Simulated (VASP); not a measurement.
# LaTl3H6: single point with PBE

The system is LaTl3H6.

```
La Tl H
1.0
     6.45838    0.00000    0.00000
     0.00000    6.45838    0.00000
     0.00000    0.00000    4.05037
La Tl H
1 3 6
Direct
  0.50000 0.50000 0.00000
  0.50000 0.00000 0.50000
  0.00000 0.50000 0.50000
  0.00000 0.00000 0.00000
  0.66545 0.50000 0.50000
  0.33455 0.50000 0.50000
  0.50000 0.33455 0.50000
  0.50000 0.66545 0.50000
  0.50000 0.00000 0.00000
  0.00000 0.50000 0.00000
```

The cell was generated, and may not be a known phase.

```yaml
Program: VASP 6.6.1
Task: single point
Functional: PBE
Potentials_or_basis: VASP PAW PBE potentials, release 64 (La, Tl_d, H)
Cutoff: 520 eV
k_mesh: 6 × 6 × 10
Occupations: gaussian, width 0.1 eV
Spin: no spin polarisation
Dipole_correction: no
Further_INCAR_settings: ALGO = Normal; EDIFF = 1e-07; NBANDS = 39
```

| Quantity | Value |
| --- | --- |
| Pressure | -0.1 GPa |
| Largest force | 0.006 eV/Å |
| Band gap on the k mesh | zero (bands 28 and 29 overlap by 2.27 eV) |

Forces in eV/Å, atoms in the order of the input:
```
La   0.000  0.000  0.000
Tl   0.000  0.000  0.000
Tl   0.000  0.000  0.000
Tl   0.000  0.000  0.000
H   -0.006  0.000  0.000
H    0.006  0.000  0.000
H    0.000  0.006  0.000
H    0.000 -0.006  0.000
H    0.000  0.000  0.000
H    0.000  0.000  0.000
```

Stress tensor (GPa, compression positive):
```
-0.09  0.00  0.00
 0.00 -0.09  0.00
 0.00  0.00 -0.19
```

Levels at points of the mesh, in eV from the Fermi level:
```
           k point  band 26  band 27  band 28  band 29  band 30  band 31
(0.00, 0.00, 0.00)    -0.98    -0.98     0.96     1.20     1.71     1.71
(0.50, 0.00, 0.00)    -1.58    -1.51     1.27     1.52     1.62     1.66
(0.50, 0.50, 0.00)    -1.92    -0.80     0.40     1.38     1.38     1.51
(0.00, 0.00, 0.50)    -4.00    -3.48     0.90     1.17     1.17     1.64
(0.50, 0.00, 0.50)    -4.32    -2.04    -0.49     0.27     0.53     1.11
(0.50, 0.50, 0.50)    -1.92    -1.92    -1.69    -0.85     1.25     1.26
```

It took 3.2 min on 1 thread of AMD EPYC 9R45 96-Core Processor (Zen 5) (shared host), peak memory 0.49 GiB.

Caveat: spin-orbit coupling is left out, which moves the levels of the heavy elements.
